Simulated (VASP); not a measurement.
Wanted: the native input for a VASP 6.6.1 run.

```
Task                   : single point
Functional             : r2SCAN
Potentials or basis    : VASP PAW PBE potentials, release 64 (Mg, O)
Cutoff                 : 520 eV
k mesh                 : 12 × 12 × 4
Occupations            : fermi-dirac, width 0.02 eV
Spin                   : no spin polarisation
Dipole correction      : no
Further INCAR settings : ALGO = Normal; EDIFF = 1e-06; NBANDS = 16
```

MgO:

```
CELL_PARAMETERS angstrom
2.92306 0.00000 0.00000
-1.46153 2.53144 0.00000
0.00000 0.00000 5.09210
ATOMIC_POSITIONS crystal
Mg 0.00000 0.00000 0.00000
Mg 0.00000 0.00000 0.50000
O 0.33333 0.66667 0.25000
O 0.66667 0.33333 0.75000
```

One way to write it, as run:

POSCAR

```
MgO
1.0
    2.9230552965      0.0000000000      0.0000000000
   -1.4615276483      2.5314401435      0.0000000000
    0.0000000000      0.0000000000      5.0921016501
Mg O
2 2
Direct
    0.0000000000      0.0000000000      0.0000000000
    0.0000000000      0.0000000000      0.5000000000
    0.3333333333      0.6666666667      0.2500000000
    0.6666666667      0.3333333333      0.7500000000
```

INCAR.step1

```
SYSTEM = MgO
PREC = Accurate
ENCUT = 520
ISMEAR = -1
SIGMA = 0.02
LREAL = .FALSE.
LASPH = .TRUE.
NELM = 60
NBANDS = 16
GGA = PE
ALGO = Normal
EDIFF = 1E-4
LWAVE = .TRUE.
LCHARG = .FALSE.
```

INCAR.step2

```
SYSTEM = MgO
PREC = Accurate
ENCUT = 520
EDIFF = 1E-6
ISMEAR = -1
SIGMA = 0.02
LREAL = .FALSE.
LASPH = .TRUE.
NELM = 60
ALGO = Normal
ISIF = 2
LWAVE = .FALSE.
LCHARG = .FALSE.
METAGGA = R2SCAN
LMIXTAU = .TRUE.
NBANDS = 16
ISTART = 1
```

KPOINTS

```
regular mesh
0
G
  12 12 4
  0 0 0
```

Potentials or basis: VASP PAW PBE potentials, release 64 (Mg, O).

The run is started by

```console
$ cat potpaw_PBE.64/Mg/POTCAR potpaw_PBE.64/O/POTCAR > POTCAR
$ cp INCAR.step1 INCAR
$ mpirun -np 1 vasp_std > vasp.out
$ cp INCAR.step2 INCAR
$ mpirun -np 1 vasp_std > vasp.out
```

Results of the run:

* Pressure: -1.1 GPa
* Band gap on the k mesh: 5.31 eV

Caveat: the PAW data sets were made with another functional, which shifts forces and pressure a little.

Wall time 3.1 min on 1 thread of Intel Xeon 8259CL, with other jobs on the host, peak memory 0.19 GiB.
